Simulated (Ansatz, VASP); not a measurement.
**Cs in VASP and in Ansatz**

```
CELL_PARAMETERS angstrom
0.00000 5.91933 5.91933
5.91933 0.00000 5.91933
5.91933 5.91933 0.00000
ATOMIC_POSITIONS crystal
Cs 0.12500 0.12500 0.12500
Cs 0.87500 0.87500 0.87500
```

Alike in both runs: task single point; functional PBE; k mesh 6 × 6 × 6; occupations fermi-dirac, width 0.1 eV; no spin polarisation.

|  | VASP | Ansatz |
| --- | --- | --- |
| version | VASP 6.6.1 | Ansatz 0.2.0 |
| potentials or method | VASP PAW PBE potentials, release 64 (Cs_sv), cutoff 500 eV | plane waves (420 eV) with PAW, scalar-relativistic |
| valence electrons in the cell | 18 | 18 |

```tsv
	VASP	Ansatz	Ansatz less VASP
pressure (GPa)	-0.1	-0.1	0.00
```

Neither program's run includes spin-orbit coupling.
